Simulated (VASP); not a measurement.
# Au (I4/mmm) in VASP: single point with PBE

Aim: the single point of Au with PBE.

All numbers are computed with VASP 6.6.1; they aren't measurements. Logs are shortened: lines on timing, memory, paths and dates and some standing lists are left out, and cuts for length are marked.

### 1 The cell of the first run

It takes space group I4/mmm (No. 139, tetragonal). Conventional cell: a = 3.367 Å, b = 3.367 Å, c = 3.262 Å, α = 90.00°, β = 90.00°, γ = 90.00°. Au (site symmetry 4/mmm) has 14 Au at 2.89 to 3.37 Å within 3.8 Å.

### 2 Single point, PBE (biaxial strain in the a-b plane: +2.0 %)

File INCAR:

```
PREC     = Accurate       # precision mode
ENCUT    = 500            # plane-wave cutoff, eV
EDIFF    = 1E-6           # SCF threshold, eV
ISMEAR   = 0              # smearing method
SIGMA    = 0.1            # smearing width, eV
LREAL    = F              # projectors in reciprocal space
LASPH    = T              # aspherical terms in the spheres
NELM     = 120            # most SCF steps
ALGO     = Normal         # electronic algorithm
ISIF     = 2              # what is computed and relaxed
LWAVE    = F              # write WAVECAR
LCHARG   = F              # write CHGCAR
GGA      = PE             # functional
NBANDS   = 18             # bands
GGA_COMPAT= F
```

File KPOINTS:

```
Automatic mesh
0
Gamma
  16 16 16
```

File POSCAR:

```
Au
1.0
    3.3673352191      0.0000000000      0.0000000000
    0.0000000000      3.3673352191      0.0000000000
    0.0000000000      0.0000000000      3.2616933299
Au
2
Direct
    0.0000000000      0.0000000000      0.0000000000
    0.5000000000      0.5000000000      0.5000000000
```

Potentials or basis: VASP PAW PBE potentials, release 64 (Au).

The run is started by

```
$ cat potpaw_PBE.64/Au/POTCAR > POTCAR
$ mpirun -np 1 vasp_std > vasp.out
```

OUTCAR:

```text
PREC = Accurate
   ENCUT = 500
   EDIFF = 1E-6
   ISMEAR = 0
   LREAL = F
   LASPH = T
   NELM = 120
   ISIF = 2
   GGA = PE

 ion  position               nearest neighbor table
   1  0.000  0.000  0.000-   2 2.89   2 2.89   2 2.89   2 2.89   2 2.89   2 2.89   2 2.89   2 2.89

   2  0.500  0.500  0.500-   1 2.89   1 2.89   1 2.89   1 2.89   1 2.89   1 2.89   1 2.89   1 2.89

  LATTYP: Found a simple tetragonal cell.
 ALAT       =     3.3673352191
 C/A-ratio  =     0.9686274510

  Lattice vectors:

 A1 = (   3.3673352191,   0.0000000000,   0.0000000000)
 A2 = (   0.0000000000,   3.3673352191,   0.0000000000)
 A3 = (   0.0000000000,   0.0000000000,   3.2616933299)

Analysis of symmetry for initial positions (statically):
=====================================================================
 Subroutine PRICEL returns following result:

  LATTYP: Found a body centered tetragonal cell.
 ALAT       =     3.3673352191
 C/A-ratio  =     0.9686274510

  Lattice vectors:

 A1 = (  -1.6836676096,  -1.6836676096,  -1.6308466649)
 A2 = (   1.6836676096,   1.6836676096,  -1.6308466649)
 A3 = (   1.6836676096,  -1.6836676095,   1.6308466649)

   2 primitive cells build up your supercell.

 Routine SETGRP: Setting up the symmetry group for a
 simple tetragonal supercell.

 Subroutine GETGRP returns: Found 16 space group operations
 (whereof 16 operations were pure point group operations)
 out of a pool of 16 trial point group operations.

The static configuration has the point symmetry D_4h.

Analysis of symmetry for dynamics (positions and initial velocities):
=====================================================================
 Subroutine PRICEL returns following result:

  LATTYP: Found a body centered tetragonal cell.
 ALAT       =     3.3673352191
 C/A-ratio  =     0.9686274510

  Lattice vectors:

 A1 = (  -1.6836676096,  -1.6836676096,  -1.6308466649)
 A2 = (   1.6836676096,   1.6836676096,  -1.6308466649)
 A3 = (   1.6836676096,  -1.6836676095,   1.6308466649)

   2 primitive cells build up your supercell.

 Routine SETGRP: Setting up the symmetry group for a
 simple tetragonal supercell.

 Subroutine GETGRP returns: Found 16 space group operations
 (whereof 16 operations were pure point group operations)
 out of a pool of 16 trial point group operations.

The dynamic configuration has the point symmetry D_4h.

 Subroutine INISYM returns: Found 16 space group operations
 (whereof 16 operations are pure point group operations),
 and found     2 'primitive' translations

----------------------------------------------------------------------------------------

                                     Primitive cell

  volume of cell :      18.4921

  direct lattice vectors                    reciprocal lattice vectors
    -1.683667610 -1.683667610 -1.630846665     0.000000000 -0.296970731 -0.306589216
     1.683667610  1.683667610 -1.630846665     0.296970731  0.000000000 -0.306589216
     1.683667610 -1.683667610  1.630846665     0.296970731 -0.296970731  0.000000000

  length of vectors
     2.886023923  2.886023923  2.886023923     0.426835521  0.426835521  0.419980035

  position of ions in fractional coordinates (direct lattice)
     0.000000000  0.000000000  0.000000000

  ion indices of the primitive-cell ions
   primitive index   ion index
                 1           1

----------------------------------------------------------------------------------------

 KPOINTS: Automatic mesh

Automatic generation of k-mesh.
 Grid dimensions read from file:
 generate k-points for:   16   16   16

 Generating k-lattice:

  Cartesian coordinates                     Fractional coordinates (reciprocal lattice)
     0.018560671  0.000000000  0.000000000     0.062500000  0.000000000  0.000000000
     0.000000000  0.018560671  0.000000000     0.000000000  0.062500000  0.000000000
     0.000000000  0.000000000  0.019161826     0.000000000  0.000000000  0.062500000

  Length of vectors
     0.018560671  0.018560671  0.019161826

  Shift w.r.t. Gamma in fractional coordinates (k-lattice)
     0.000000000  0.000000000  0.000000000

 Subroutine IBZKPT returns following result:
 ===========================================

 Found    405 irreducible k-points:

 Following reciprocal coordinates:
            Coordinates               Weight
  0.000000  0.000000  0.000000      1.000000
  0.062500  0.000000  0.000000      4.000000
  0.125000  0.000000  0.000000      4.000000
  0.187500  0.000000  0.000000      4.000000
  0.250000  0.000000  0.000000      4.000000
  0.312500  0.000000  0.000000      4.000000
[... 16 lines left out ...]
  0.437500  0.125000  0.000000      8.000000
  0.500000  0.125000  0.000000      4.000000
 [... further k-points ...]
   k-points           NKPTS =    405   k-points in BZ     NKDIM =    405   number of bands    NBANDS=     18
   number of dos      NEDOS =    301   number of ions     NIONS =      2
   total plane-waves  NPLWV =  18816
   dimension x,y,z NGX =    28 NGY =   28 NGZ =   24
   dimension x,y,z NGXF=    56 NGYF=   56 NGZF=   48
   ions per type =               2
   NGX,Y,Z   is equivalent  to a cutoff of  13.82, 13.82, 12.23 a.u.
   NGXF,Y,Z  is equivalent  to a cutoff of  27.65, 27.65, 24.47 a.u.
 SYSTEM =  unknown system
   PREC   = accura    normal or accurate (medium, high low for compatibility)
   ISTART =      0    job   : 0-new  1-cont  2-samecut
   ICHARG =      2    charge: 1-file 2-atom 10-const
   ISPIN  =      1    spin polarized calculation?
   LNONCOLLINEAR =      F non collinear calculations
   LSORBIT =      F    spin-orbit coupling
   LASPH  =      T    aspherical Exc in radial PAW
   ENCUT  =  500.0 eV  36.75 Ry    6.06 a.u.   6.14  6.14  5.95*2*pi/ulx,y,z
   NELM   =    120;   NELMIN=  2; NELMDL= -5     # of ELM steps
   EDIFF  = 0.1E-05   stopping-criterion for ELM
   LREAL  =      F    real-space projection
   EDIFFG = 0.1E-04   stopping-criterion for IOM
   NSW    =      0    number of steps for IOM
   IBRION =     -1    ionic relax: 0-MD 1-quasi-New 2-CG
   NFREE  =      0    steps in history (QN), initial steepest desc. (CG)
   ISIF   =      2    stress and relaxation
   ISYM   =      2    0-nonsym 1-usesym 2-fastsym
   POTIM  = 0.5000    time-step for ionic-motion
   TEBEG  =    0.0;   TEEND  =   0.0 temperature during run
   PSTRESS=    0.0 pullay stress
   NELECT =      22.0000    total number of electrons
   NUPDOWN=      -1.0000    fix difference up-down
   EMIN   =  10.00;   EMAX   =-10.00  energy-range for DOS
   EFERMI =   0.00;   METHOD = LEGACY
   ISMEAR =     0;   SIGMA  =   0.10  broadening in eV -4-tet -1-fermi 0-gaus
   EFERMI_NEDOS =   21; number of points for ismear=-14 and -15
   IALGO  =     38    algorithm
   IMIX   =      4    mixing-type and parameters
     AMIX     =   0.40;   BMIX     =  1.00
     AMIX_MAG =   1.60;   BMIX_MAG =  1.00
  volume/ion in A,a.u.               =      18.49       124.79
  Fermi-wavevector in a.u.,A,eV,Ry     =   1.376820  2.601812 25.791651  1.895633
  Thomas-Fermi vector in A             =   2.502030
   LORBIT       =      0    0 simple, 1 ext, 2 COOP (PROOUT), +10 PAW based schemes
   GGA     = PE    functional components
   LHFCALC =     F    Hartree Fock is set to
   AEXX    =    0.0000 exact exchange contribution
   IVDW    =     0    specifies the selected vdW correction
   LEPSILON=     F    determine dielectric tensor
   LRPA    =     F    only Hartree local field effects (RPA)
 non-spin polarized calculation
 Gauss-broadening in eV      SIGMA  =   0.10
  energy-cutoff  :      500.00
  volume of cell :       36.98
 maximum number of plane-waves:       960
 NGX is ok and might be reduce to    28
   NGX = 13   NGY = 13   NGZ = 11

 number of electron      21.9999998 magnetization

 Free energy of the ion-electron system (eV)
  ---------------------------------------------------
  ext. energy  EPLUGINS =         0.00000000
  ---------------------------------------------------
  free energy    TOTEN  =        -6.39431669 eV

  energy without entropy =       -6.39226204  energy(sigma->0) =       -6.39328937

 E-fermi :   8.1931     XC(G=0): -12.2333

 val. band max:        8.1904628730   @ k =   0.0625   0.0625   0.3750
 cond. band min:       8.1934576779   @ k =   0.4375   0.4375   0.1250
 fundamental gap:      0.0029948049
 Fermi energy:         8.1931293897

 k-point     1 :       0.0000    0.0000    0.0000
  band No.  band energies     occupation
      1      -0.8410      2.00000
      2       2.0411      2.00000
      3       2.0472      2.00000
      4       3.6132      2.00000
      5       3.8004      2.00000
      6       3.8004      2.00000
[... 10 lines left out ...]
     17      23.6896      0.00000
     18      24.4757      0.00000

 k-point     2 :       0.0625    0.0000    0.0000
  band No.  band energies     occupation
      1      -0.7751      2.00000
      2       2.0726      2.00000
      3       2.0800      2.00000
      4       3.6178      2.00000
      5       3.8043      2.00000
      6       3.8222      2.00000
[... 10 lines left out ...]
     17      23.6957      0.00000
     18      24.4102      0.00000

 k-point     3 :       0.1250    0.0000    0.0000
  band No.  band energies     occupation
      1      -0.5792      2.00000
      2       2.1537      2.00000
      3       2.1861      2.00000
      4       3.6334      2.00000
      5       3.8178      2.00000
      6       3.8870      2.00000
[... 10 lines left out ...]
     17      23.8135      0.00000
     18      24.2357      0.00000

 k-point     4 :       0.1875    0.0000    0.0000
  band No.  band energies     occupation
      1      -0.2591      2.00000
      2       2.2857      2.00000
      3       2.3471      2.00000
      4       3.6642      2.00000
      5       3.8449      2.00000
      6       3.9934      2.00000
[... 375 lines left out ...]
      4       3.6817      2.00000
      5       3.8338      2.00000
      6       4.4129      2.00000
[... 10 lines left out ...]
     17      23.0075      0.00000
     18      24.0170      0.00000

 k-point    23 :       0.4375    0.1250    0.0000
  band No.  band energies     occupation
      1       1.8842      2.00000
      2       2.5847      2.00000
      3       3.3645      2.00000
      4       3.7780      2.00000
      5       3.7925      2.00000
      6       4.1595      2.00000
[... 10 lines left out ...]
     17      22.5827      0.00000
     18      23.0171      0.00000

 k-point    24 :       0.5000    0.1250    0.0000
  band No.  band energies     occupation
      1       2.3051      2.00000
      2       2.3051      2.00000
      3       3.5945      2.00000
      4       3.5945      2.00000
      5       3.9518      2.00000
      6       3.9518      2.00000
[... 10 lines left out ...]
     17      22.1802      0.00000
     18      22.1802      0.00000

 [... further k-points ...]
[... 5 lines left out ...]
  --------------------------------------------------------------------------------------
  -------------------------------------------------------------------------------------
  Total       -0.7778180     -0.7778180     -0.8149983      0.0000000      0.0000000     -0.0000000
  in kB      -33.6955630    -33.6955630    -35.3062383      0.0000000      0.0000000     -0.0000000
  external PRESSURE =     -34.2324548 kB  Pullay stress =       0.0000000 kB

 VOLUME and BASIS-vectors are now :
 -----------------------------------------------------------------------------
  energy-cutoff  :      500.00
  volume of cell :       36.98
      direct lattice vectors                 reciprocal lattice vectors
     3.367335219  0.000000000  0.000000000     0.296970731  0.000000000  0.000000000
     0.000000000  3.367335219  0.000000000     0.000000000  0.296970731  0.000000000
     0.000000000  0.000000000  3.261693330     0.000000000  0.000000000  0.306589216

 POSITION                                       TOTAL-FORCE (eV/Angst)
 -----------------------------------------------------------------------------------
      0.00000      0.00000      0.00000         0.000000      0.000000     -0.000000
      1.68367      1.68367      1.63085        -0.000000     -0.000000      0.000000
 -----------------------------------------------------------------------------------
    total drift:                                0.000000      0.000000      0.000000

  FREE ENERGIE OF THE ION-ELECTRON SYSTEM (eV)
  ---------------------------------------------------
  free  energy   TOTEN  =        -6.3943166906 eV

  energy  without entropy=       -6.3922620403  energy(sigma->0) =       -6.39328937
```

Run time: 95 s. Hardware: 1 thread of AMD EPYC 9R45 (Zen 5), shared host; peak memory 0.28 GiB.

Results:

```
Free energy            : -6.3943 eV
Pressure               : -3.4 GPa
Band gap on the k mesh : zero (band 11 reaches 10.99 eV, above the bottom of band 12 at 6.20 eV)
```

Caveat: the cell differs from its parent crystal (biaxial strain in the a-b plane: +2.0 %); spin-orbit coupling is left out, which moves the levels of the heavy elements.
